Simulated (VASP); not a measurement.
# HfZrS3 (P4mm) in VASP: further runs

The runs below take HfZrS3 through single point, relaxation of cell and atoms, with PBE.

Everything below comes from runs of VASP 6.6.1. Logs are shortened: lines on timing, memory, paths and dates and some standing lists are left out, and cuts for length are marked.

### Step 1. The cell of the first run

Symmetry: P4mm, No. 99, tetragonal system. Conventional cell: a = 3.916 Å, b = 3.916 Å, c = 6.669 Å, α = 90.00°, β = 90.00°, γ = 90.00°. Zr (site symmetry 4mm) has 8 S at 2.64 to 2.84 Å and 1 Hf at 2.80 Å within 3.5 Å. Within 2.9 Å of Hf (site symmetry 4mm) lie 4 S at 2.21 Å and 1 Zr at 2.80 Å. Within 2.9 Å of S (site symmetry 2mm) lie 2 Hf at 2.21 Å and 6 S at 2.26 to 2.77 Å and 2 Zr at 2.64 Å. S (site symmetry 4mm) has 4 S at 2.26 Å and 4 Zr at 2.84 Å within 3.0 Å.

The cell was generated, and may not be a known phase.

### Step 2. Single point, PBE

Input file INCAR:

```
SYSTEM = HfZrS3
  ALGO = Normal
  EDIFF = 1E-6
  ENCUT = 520
  GGA = PE
  ISIF = 2
  ISMEAR = 0
  LASPH = .True.
  LCHARG = .False.
  LREAL = .False.
  LWAVE = .False.
  NBANDS = 28
  NELM = 80
  PREC = Accurate
  SIGMA = 0.1
```

Input file KPOINTS:

```
k-points
0
Gamma
  4 4 4
  0 0 0
```

Input file POSCAR:

```
HfZrS3
1.0
    3.9159786400      0.0000000000      0.0000000000
    0.0000000000      3.9159786400      0.0000000000
    0.0000000000      0.0000000000      6.6692633200
Zr Hf S
1 1 3
Direct
    0.0000000000      0.0000000000      0.5384038300
    0.0000000000      0.0000000000      0.1192588600
    0.5000000000      0.0000000000      0.2737279400
    0.0000000000      0.5000000000      0.2737279400
    0.5000000000      0.5000000000      0.4421051600
```

Potentials or basis: VASP PAW PBE potentials, release 64 (Zr_sv, Hf_pv, S).

Run with:

```bash
> cat potpaw_PBE.64/Zr_sv/POTCAR potpaw_PBE.64/Hf_pv/POTCAR potpaw_PBE.64/S/POTCAR > POTCAR
> mpirun -np 1 vasp_std > vasp.out
```

OUTCAR:

```text
SYSTEM = HfZrS3
   EDIFF = 1E-6
   ENCUT = 520
   GGA = PE
   ISIF = 2
   ISMEAR = 0
   LASPH = .True.
   LREAL = .False.
   NELM = 80
   PREC = Accurate

 ion  position               nearest neighbor table
   1  0.000  0.000  0.538-   3 2.64   4 2.64   4 2.64   3 2.64   2 2.80   5 2.84   5 2.84   5 2.84
                             5 2.84   2 3.87
   2  0.000  0.000  0.119-   3 2.21   4 2.21   4 2.21   3 2.21   1 2.80   1 3.87
   3  0.500  0.000  0.274-   2 2.21   2 2.21   5 2.26   5 2.26   1 2.64   1 2.64   4 2.77   4 2.77
                             4 2.77   4 2.77
   4  0.000  0.500  0.274-   2 2.21   2 2.21   5 2.26   5 2.26   1 2.64   1 2.64   3 2.77   3 2.77
                             3 2.77   3 2.77
   5  0.500  0.500  0.442-   3 2.26   4 2.26   3 2.26   4 2.26   1 2.84   1 2.84   1 2.84   1 2.84

  LATTYP: Found a simple tetragonal cell.
 ALAT       =     3.9159786400
 C/A-ratio  =     1.7030898105

  Lattice vectors:

 A1 = (   3.9159786400,   0.0000000000,   0.0000000000)
 A2 = (   0.0000000000,   3.9159786400,   0.0000000000)
 A3 = (   0.0000000000,   0.0000000000,   6.6692633200)

Analysis of symmetry for initial positions (statically):
=====================================================================
 Subroutine PRICEL returns:
 Original cell was already a primitive cell.

 Routine SETGRP: Setting up the symmetry group for a
 simple tetragonal supercell.

 Subroutine GETGRP returns: Found  8 space group operations
 (whereof  8 operations were pure point group operations)
 out of a pool of 16 trial point group operations.

The static configuration has the point symmetry C_4v.

Analysis of symmetry for dynamics (positions and initial velocities):
=====================================================================
 Subroutine PRICEL returns:
 Original cell was already a primitive cell.

 Routine SETGRP: Setting up the symmetry group for a
 simple tetragonal supercell.

 Subroutine GETGRP returns: Found  8 space group operations
 (whereof  8 operations were pure point group operations)
 out of a pool of 16 trial point group operations.

The dynamic configuration has the point symmetry C_4v.

 Subroutine INISYM returns: Found  8 space group operations
 (whereof  8 operations are pure point group operations),
 and found     1 'primitive' translations

----------------------------------------------------------------------------------------

                                     Primitive cell

  volume of cell :     102.2724

  direct lattice vectors                    reciprocal lattice vectors
     3.915978640  0.000000000  0.000000000     0.255364008  0.000000000  0.000000000
     0.000000000  3.915978640  0.000000000     0.000000000  0.255364008  0.000000000
     0.000000000  0.000000000  6.669263320     0.000000000  0.000000000  0.149941598

  length of vectors
     3.915978640  3.915978640  6.669263320     0.255364008  0.255364008  0.149941598

  position of ions in fractional coordinates (direct lattice)
     0.000000000  0.000000000  0.538403830
     0.000000000  0.000000000  0.119258860
     0.500000000  0.000000000  0.273727940
     0.000000000  0.500000000  0.273727940
     0.500000000  0.500000000  0.442105160

  ion indices of the primitive-cell ions
   primitive index   ion index
                 1           1
                 2           2
                 3           3
                 4           4
                 5           5

----------------------------------------------------------------------------------------

 KPOINTS: k-points

Automatic generation of k-mesh.
 Grid dimensions read from file:
 generate k-points for:    4    4    4

 Generating k-lattice:

  Cartesian coordinates                     Fractional coordinates (reciprocal lattice)
     0.063841002  0.000000000  0.000000000     0.250000000  0.000000000  0.000000000
     0.000000000  0.063841002  0.000000000     0.000000000  0.250000000  0.000000000
     0.000000000  0.000000000  0.037485400     0.000000000  0.000000000  0.250000000

  Length of vectors
     0.063841002  0.063841002  0.037485400

  Shift w.r.t. Gamma in fractional coordinates (k-lattice)
     0.000000000  0.000000000  0.000000000

 Subroutine IBZKPT returns following result:
 ===========================================

 Found     18 irreducible k-points:

 Following reciprocal coordinates:
            Coordinates               Weight
  0.000000  0.000000  0.000000      1.000000
  0.250000  0.000000  0.000000      4.000000
  0.500000  0.000000  0.000000      2.000000
  0.250000  0.250000  0.000000      4.000000
  0.500000  0.250000  0.000000      4.000000
  0.500000  0.500000  0.000000      1.000000
[... 10 lines left out ...]
  0.500000  0.250000  0.500000      4.000000
  0.500000  0.500000  0.500000      1.000000
   k-points           NKPTS =     18   k-points in BZ     NKDIM =     18   number of bands    NBANDS=     28
   number of dos      NEDOS =    301   number of ions     NIONS =      5
   total plane-waves  NPLWV =  45000
   dimension x,y,z NGX =    30 NGY =   30 NGZ =   50
   dimension x,y,z NGXF=    60 NGYF=   60 NGZF=  100
   ions per type =               1   1   3
   NGX,Y,Z   is equivalent  to a cutoff of  12.74, 12.74, 12.46 a.u.
   NGXF,Y,Z  is equivalent  to a cutoff of  25.47, 25.47, 24.93 a.u.
 SYSTEM =  HfZrS3
   PREC   = accura    normal or accurate (medium, high low for compatibility)
   ISTART =      0    job   : 0-new  1-cont  2-samecut
   ICHARG =      2    charge: 1-file 2-atom 10-const
   ISPIN  =      1    spin polarized calculation?
   LNONCOLLINEAR =      F non collinear calculations
   LSORBIT =      F    spin-orbit coupling
   LASPH  =      T    aspherical Exc in radial PAW
   ENCUT  =  520.0 eV  38.22 Ry    6.18 a.u.   7.28  7.28 12.40*2*pi/ulx,y,z
   NELM   =     80;   NELMIN=  2; NELMDL= -5     # of ELM steps
   EDIFF  = 0.1E-05   stopping-criterion for ELM
   LREAL  =      F    real-space projection
   EDIFFG = 0.1E-04   stopping-criterion for IOM
   NSW    =      0    number of steps for IOM
   IBRION =     -1    ionic relax: 0-MD 1-quasi-New 2-CG
   NFREE  =      0    steps in history (QN), initial steepest desc. (CG)
   ISIF   =      2    stress and relaxation
   ISYM   =      2    0-nonsym 1-usesym 2-fastsym
   POTIM  = 0.5000    time-step for ionic-motion
   TEBEG  =    0.0;   TEEND  =   0.0 temperature during run
   PSTRESS=    0.0 pullay stress
   NELECT =      40.0000    total number of electrons
   NUPDOWN=      -1.0000    fix difference up-down
   EMIN   =  10.00;   EMAX   =-10.00  energy-range for DOS
   EFERMI =   0.00;   METHOD = LEGACY
   ISMEAR =     0;   SIGMA  =   0.10  broadening in eV -4-tet -1-fermi 0-gaus
   EFERMI_NEDOS =   21; number of points for ismear=-14 and -15
   IALGO  =     38    algorithm
   IMIX   =      4    mixing-type and parameters
     AMIX     =   0.40;   BMIX     =  1.00
     AMIX_MAG =   1.60;   BMIX_MAG =  1.00
  volume/ion in A,a.u.               =      20.45       138.03
  Fermi-wavevector in a.u.,A,eV,Ry     =   1.197224  2.262425 19.501839  1.433345
  Thomas-Fermi vector in A             =   2.333144
   LORBIT       =      0    0 simple, 1 ext, 2 COOP (PROOUT), +10 PAW based schemes
   GGA     = PE    functional components
   LHFCALC =     F    Hartree Fock is set to
   AEXX    =    0.0000 exact exchange contribution
   IVDW    =     0    specifies the selected vdW correction
   LEPSILON=     F    determine dielectric tensor
   LRPA    =     F    only Hartree local field effects (RPA)
 non-spin polarized calculation
 Gauss-broadening in eV      SIGMA  =   0.10
  energy-cutoff  :      520.00
  volume of cell :      102.27
 maximum number of plane-waves:      2800
 NGX is ok and might be reduce to    30
   NGX = 15   NGY = 15   NGZ = 25

 number of electron      40.0000002 magnetization

 Free energy of the ion-electron system (eV)
  ---------------------------------------------------
  ext. energy  EPLUGINS =         0.00000000
  ---------------------------------------------------
  free energy    TOTEN  =       -26.37273387 eV

  energy without entropy =      -26.35512498  energy(sigma->0) =      -26.36392942

 E-fermi :   7.1069     XC(G=0): -10.0011

 val. band max:        7.0632332673   @ k =   0.2500   0.0000   0.2500
 cond. band min:       7.1495560754   @ k =   0.2500   0.0000   0.0000
 fundamental gap:      0.0863228081
 Fermi energy:         7.1068540627

 k-point     1 :       0.0000    0.0000    0.0000
  band No.  band energies     occupation
      1     -43.1296      2.00000
      2     -23.9088      2.00000
      3     -23.9084      2.00000
      4     -23.9084      2.00000
      5     -21.2611      2.00000
      6     -21.2611      2.00000
[... 20 lines left out ...]
     27      11.3263      0.00000
     28      11.7618      0.00000

 k-point     2 :       0.2500    0.0000    0.0000
  band No.  band energies     occupation
      1     -43.1275      2.00000
      2     -23.9875      2.00000
      3     -23.9048      2.00000
      4     -23.8893      2.00000
      5     -21.3215      2.00000
      6     -21.2555      2.00000
[... 20 lines left out ...]
     27      10.4898      0.00000
     28      11.6224      0.00000

 k-point     3 :       0.5000    0.0000    0.0000
  band No.  band energies     occupation
      1     -43.1253      2.00000
      2     -24.0544      2.00000
      3     -23.9011      2.00000
      4     -23.8806      2.00000
      5     -21.3797      2.00000
      6     -21.2500      2.00000
[... 20 lines left out ...]
     27      10.8288      0.00000
     28      11.7601      0.00000

 k-point     4 :       0.2500    0.2500    0.0000
  band No.  band energies     occupation
      1     -43.1253      2.00000
      2     -23.9876      2.00000
      3     -23.9764      2.00000
      4     -23.8725      2.00000
      5     -21.3166      2.00000
      6     -21.3081      2.00000
[... 20 lines left out ...]
     27       9.6782      0.00000
     28      11.2514      0.00000

 k-point     5 :       0.5000    0.2500    0.0000
  band No.  band energies     occupation
      1     -43.1232      2.00000
      2     -24.0491      2.00000
      3     -23.9771      2.00000
      4     -23.8639      2.00000
      5     -21.3674      2.00000
      6     -21.3032      2.00000
[... 20 lines left out ...]
     27      10.2770      0.00000
     28      11.0038      0.00000

 k-point     6 :       0.5000    0.5000    0.0000
  band No.  band energies     occupation
      1     -43.1212      2.00000
      2     -24.0437      2.00000
      3     -24.0437      2.00000
      4     -23.8553      2.00000
      5     -21.3550      2.00000
      6     -21.3550      2.00000
[... 277 lines left out ...]
      5     -21.3799      2.00000
      6     -21.2501      2.00000
[... 20 lines left out ...]
     27      10.5568      0.00000
     28      12.2549      0.00000

 k-point    16 :       0.2500    0.2500    0.5000
  band No.  band energies     occupation
      1     -43.1254      2.00000
      2     -23.9870      2.00000
      3     -23.9763      2.00000
      4     -23.8665      2.00000
      5     -21.3168      2.00000
      6     -21.3083      2.00000
[... 20 lines left out ...]
     27       9.8552      0.00000
     28      10.1895      0.00000

 k-point    17 :       0.5000    0.2500    0.5000
  band No.  band energies     occupation
      1     -43.1233      2.00000
      2     -24.0490      2.00000
      3     -23.9768      2.00000
      4     -23.8578      2.00000
      5     -21.3676      2.00000
      6     -21.3035      2.00000
[... 20 lines left out ...]
     27      10.2893      0.00000
     28      10.8112      0.00000

 k-point    18 :       0.5000    0.5000    0.5000
  band No.  band energies     occupation
      1     -43.1212      2.00000
      2     -24.0436      2.00000
      3     -24.0436      2.00000
      4     -23.8490      2.00000
      5     -21.3553      2.00000
      6     -21.3553      2.00000
[... 20 lines left out ...]
     27       9.4084      0.00000
     28       9.4084      0.00000

------------------------ aborting loop because EDIFF is reached ----------------------------------------

  FORCE on cell =-STRESS in cart. coord.  units (eV):
  Direction    XX          YY          ZZ          XY          YZ          ZX
  --------------------------------------------------------------------------------------
  -------------------------------------------------------------------------------------
  Total       24.5122222     24.5122222     14.3797060      0.0000000      0.0000000      0.0000000
  in kB      384.0031383    384.0031383    225.2693450      0.0000000      0.0000000      0.0000000
  external PRESSURE =     331.0918739 kB  Pullay stress =       0.0000000 kB

 VOLUME and BASIS-vectors are now :
 -----------------------------------------------------------------------------
  energy-cutoff  :      520.00
  volume of cell :      102.27
      direct lattice vectors                 reciprocal lattice vectors
     3.915978640  0.000000000  0.000000000     0.255364008  0.000000000  0.000000000
     0.000000000  3.915978640  0.000000000     0.000000000  0.255364008  0.000000000
     0.000000000  0.000000000  6.669263320     0.000000000  0.000000000  0.149941598

 POSITION                                       TOTAL-FORCE (eV/Angst)
 -----------------------------------------------------------------------------------
      0.00000      0.00000      3.59076         0.000000     -0.000000      2.303303
      0.00000      0.00000      0.79537        -0.000000     -0.000000     -8.873903
      1.95799      0.00000      1.82556        -0.000000     -0.000000      0.496056
      0.00000      1.95799      1.82556         0.000000      0.000000      0.496056
      1.95799      1.95799      2.94852        -0.000000      0.000000      5.578488
 -----------------------------------------------------------------------------------
    total drift:                               -0.000000     -0.000000      0.000053

  FREE ENERGIE OF THE ION-ELECTRON SYSTEM (eV)
  ---------------------------------------------------
  free  energy   TOTEN  =       -26.3727338717 eV

  energy  without entropy=      -26.3551249751  energy(sigma->0) =      -26.36392942
```

It took 24 s on 1 thread of AMD EPYC 9R45 (Zen 5), shared host; peak memory 0.2 GiB.

What came out:

```yaml
Free_energy: -26.3727 eV
Pressure: 33.1 GPa
Largest_force: 8.874 eV/Å
Band_gap_on_the_k_mesh: zero (bands 20 and 21 overlap by 0.61 eV)
```

Forces in eV/Å, atoms in the order of the input:
```
Zr   0.000  0.000  2.303
Hf   0.000  0.000 -8.874
S    0.000  0.000  0.496
S    0.000  0.000  0.496
S    0.000  0.000  5.578
```

Caveat: the k points lie up to 0.40 Å⁻¹ apart, too coarse for converged energies and pressures of a metal; spin-orbit coupling is left out, which moves the levels of the heavy elements; forces of over 1 eV/Å act on the atoms, so gaps and moduli don't describe the material at rest.

### Step 3. Single point, PBE

This run uses another cell than the first one, of 20.68 Å³/atom.

Input file INCAR:

```
PREC = Accurate
ENCUT = 520
EDIFF = 1E-6
ISMEAR = 0
SIGMA = 0.1
LREAL = F
LASPH = T
NELM = 60
ALGO = Normal
ISIF = 2
LWAVE = F
LCHARG = F
GGA = PE
NBANDS = 28
```

Input file KPOINTS:

```
regular mesh
0
Gamma
  4 4 4
```

Input file POSCAR:

```
HfZrS3
1.0
    4.1301333250      0.0000000000      0.0000000000
    0.0000000000      4.1301333250      0.0000000000
    0.0000000000      0.0000000000      6.0618046617
Zr Hf S
1 1 3
Direct
    0.0000000000      0.0000000000      0.4774690859
    0.0000000000      0.0000000000     -0.0084990688
    0.5000000000      0.0000000000      0.2265043501
    0.0000000000      0.5000000000      0.2265043501
    0.5000000000      0.5000000000      0.7252450127
```

Potentials or basis: VASP PAW PBE potentials, release 64 (Zr_sv, Hf_pv, S).

Run with:

```bash
> cat potpaw_PBE.64/Zr_sv/POTCAR potpaw_PBE.64/Hf_pv/POTCAR potpaw_PBE.64/S/POTCAR > POTCAR
> mpirun -np 1 vasp_std > vasp.out
```

Wall time 24 s (1 thread of AMD EPYC 9R45 (Zen 5), shared host); peak memory 0.2 GiB.

The run converged. Its results:

| Quantity | Value |
| --- | --- |
| Free energy | -34.2226 eV |
| Pressure | -0.3 GPa |
| Largest force | 0.119 eV/Å |
| Band gap on the k mesh | zero (bands 20 and 21 overlap by 1.35 eV) |

Forces on the atoms (eV/Å):
```
Zr   0.000  0.000 -0.018
Hf   0.000  0.000  0.119
S    0.000  0.000 -0.054
S    0.000  0.000 -0.054
S    0.000  0.000  0.007
```

Stress tensor (GPa, compression positive):
```
-0.30  0.00  0.00
 0.00 -0.30  0.00
 0.00  0.00 -0.44
```

Levels at points of the mesh, in eV from the Fermi level:
```csv
k point,band 17,band 18,band 19,band 20,band 21,band 22,band 23,band 24
"(0.00, 0.00, 0.00)",-2.67,-1.41,-0.60,-0.60,0.08,0.34,0.52,1.49
"(0.50, 0.00, 0.00)",-2.73,-2.04,-1.95,-1.10,-0.23,0.49,1.18,1.85
"(0.50, 0.50, 0.00)",-3.36,-2.59,-0.86,1.10,1.14,1.46,1.70,1.70
"(0.00, 0.00, 0.50)",-2.77,-0.93,-0.93,-0.42,-0.26,0.33,1.09,1.16
"(0.50, 0.00, 0.50)",-3.13,-2.82,-2.00,-0.11,0.36,0.37,0.86,1.25
"(0.50, 0.50, 0.50)",-2.56,-1.95,-0.65,-0.05,0.95,0.99,0.99,1.07
```

Caveat: the k points lie up to 0.38 Å⁻¹ apart, too coarse for converged energies and pressures of a metal; spin-orbit coupling is left out, which moves the levels of the heavy elements.

[end of part 1 of 3]

The gap in the log of VASP goes by the Fermi energy; the results here count the filled bands.